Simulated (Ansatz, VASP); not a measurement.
## Two plane-wave programs on GaN

```xyz
2
Lattice="0.0000 2.2535 2.2535 2.2535 0.0000 2.2535 2.2535 2.2535 0.0000" Properties=species:S:1:pos:R:3 pbc="T T T"
Ga    0.0000    0.0000    0.0000
N     3.3449    3.4156    3.3803
```

Change from the starting cell: all N atoms moved -0.050 Å, as atom 2 along Cartesian [1 -1 0].

Alike in both runs: task single point; functional r2SCAN; k mesh 10 × 10 × 10; occupations gaussian, width 0.05 eV; no spin polarisation.

```csv
,VASP,Ansatz
version,VASP 6.6.1,Ansatz 0.2.0
potentials or method,"VASP PAW PBE potentials, release 64 (Ga_d, N), cutoff 520 eV","scalar-relativistic, plane waves, PAW"
valence electrons in the cell,18,18
```

|  | VASP | Ansatz | Ansatz less VASP |
| --- | --- | --- | --- |
| gap on the k mesh at the Fermi level (eV) | 2.03 | 2.04 | +0.007 |
| least direct gap on the mesh (eV) | 2.03 | 2.04 | +0.007 |
| pressure (GPa) | 0.1 | -0.9 | -1.07 |
| traceless stress, the component that is largest in VASP (GPa) | 2.15 | 2.01 | -0.134 |
| rms of the force components (eV/Å) | 0.376 | 0.366 | -0.0099 |

VASP's potentials were made for PBE, not for r2SCAN. Atom by atom the forces differ by 0.010 eV/Å (rms over components). With one functional, cell and mesh, what is left measures potentials, basis and numerics.
